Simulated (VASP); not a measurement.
Write the native input for VASP 6.6.1 that does the following.

| Quantity | Value |
| --- | --- |
| Task | single point |
| Functional | LDA |
| Potentials or basis | VASP PAW LDA potentials, release 64 (Be, Te) |
| Cutoff | 520 eV |
| k mesh | 4 × 4 × 4 |
| Occupations | gaussian, width 0.01 eV |
| Spin | no spin polarisation |
| Dipole correction | no |
| Further INCAR settings | ALGO = Normal; EDIFF = 1e-06; NBANDS = 11 |

The structure of BeTe lies in POSCAR:

```
BeTe
1.0
    0.0000000000      2.8286236236      2.8286236236
    2.8286236236      0.0000000000      2.8286236236
    2.8286236236      2.8286236236      0.0000000000
Be Te
1 1
Direct
    0.0000000000      0.0000000000      0.0000000000
    0.2500000000      0.2500000000      0.2500000000
```

The input as run:

INCAR

```
  ALGO = Normal
  EDIFF = 1E-6
  ENCUT = 520
  ISIF = 2
  ISMEAR = 0
  LASPH = True
  LCHARG = False
  LREAL = False
  LWAVE = False
  NBANDS = 11
  NELM = 100
  PREC = Accurate
  SIGMA = 0.01
```

KPOINTS

```
k-points
0
Gamma
  4 4 4
```

Potentials or basis: VASP PAW LDA potentials, release 64 (Be, Te).

The run is started by

```sh
$ cat potpaw_LDA.64/Be/POTCAR potpaw_LDA.64/Te/POTCAR > POTCAR
$ mpirun -np 1 vasp_std > vasp.out
```

It gave:

```
Pressure               : -2.5 GPa
Band gap on the k mesh : 1.88 eV, indirect (least direct gap 3.58 eV)
```

Caveat: the k points lie up to 0.48 Å⁻¹ apart; spin-orbit coupling is left out, which moves the levels of the heavy elements.

Run time: 2.7 s on 1 thread of AMD EPYC 9R45 96-Core Processor (Zen 5) (shared host), peak memory 0.11 GiB.
